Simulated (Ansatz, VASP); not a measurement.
**TiCo2: VASP beside Ansatz**

The input INCAR:

```
SYSTEM = TiCo2
PREC = Accurate ; ENCUT = 520
EDIFF = 1E-7 ; ISMEAR = 0
SIGMA = 0.1 ; LREAL = .FALSE.
LASPH = .TRUE. ; NELM = 150
ALGO = Normal ; ISIF = 2
LWAVE = .FALSE. ; LCHARG = .TRUE.
ISPIN = 2 ; MAGMOM = -0.31 -0.31 0.82 0.82 0.82 0.82
LORBIT = 11 ; LMAXMIX = 4
GGA = PS ; LELF = .TRUE.
LVHAR = .TRUE. ; NBANDS = 43
```

The input KPOINTS:

```
Automatic mesh
0
G
  8 8 8
  0 0 0
```

Contents of POSCAR:

```
TiCo2
1.0
    0.0000000000      3.3520000000      3.3520000000
    3.3520000000      0.0000000000      3.3520000000
    3.3520000000      3.3520000000      0.0000000000
Ti Co
2 4
Direct
    0.5000000000      0.5000000000      0.5000000000
    0.7500000000      0.7500000000      0.7500000000
    0.1250000000      0.1250000000      0.1250000000
    0.6250000000      0.1250000000      0.1250000000
    0.1250000000      0.1250000000      0.6250000000
    0.1250000000      0.6250000000      0.1250000000
```

Input for Ansatz:

```yaml
crystal:
  lattice:
    - [0.0, 3.352, 3.352]
    - [3.352, 0.0, 3.352]
    - [3.352, 3.352, 0.0]
  atoms:
    - { symbol: Ti, position: [0.5, 0.5, 0.5], spin: -0.31 }
    - { symbol: Ti, position: [0.75, 0.75, 0.75], spin: -0.31 }
    - { symbol: Co, position: [0.125, 0.125, 0.125], spin: 0.82 }
    - { symbol: Co, position: [0.625, 0.125, 0.125], spin: 0.82 }
    - { symbol: Co, position: [0.125, 0.125, 0.625], spin: 0.82 }
    - { symbol: Co, position: [0.125, 0.625, 0.125], spin: 0.82 }
basis:
  ecutwfc: 420
kpoints:
  mp_grid: { grid: [8, 8, 8] }
hamiltonian:
  xc: pbesol
scf:
  occupations: { method: gaussian, width: 0.1 }
output:
  forces: true
  stress: true
  eigenvalues: true
  populations: true
magnetization:
  spin_polarized: true
```

Alike in both runs: task single point; functional PBEsol; k mesh 8 × 8 × 8; occupations gaussian, width 0.1 eV; collinear spin.

|  | VASP | Ansatz |
| --- | --- | --- |
| version | VASP 6.6.1 | Ansatz 0.2.0 |
| potentials or method | VASP PAW PBE potentials, release 64 (Ti_sv, Co), cutoff 520 eV | scalar-relativistic, plane waves, PAW |
| valence electrons in the cell | 60 | 92 |

```csv
,VASP,Ansatz,Ansatz less VASP
gap on the k mesh at the Fermi level (eV),none,none,-
pressure (GPa),-12.4,-11.6,+0.76
net moment per atom (μB),0.32,0.37,+0.045
size of the moment on the site where the two differ most (μB),0.65,0.75,+0.096
```

VASP's potentials were made for PBE, not for PBEsol. Site moments also hang on the region over which each program counts them. A gap of «none» marks a metal or a gap that the smearing closes. VASP's potentials hold 60 valence electrons a cell and Ansatz's 92, so a difference there can come from the potentials and not from the codes.
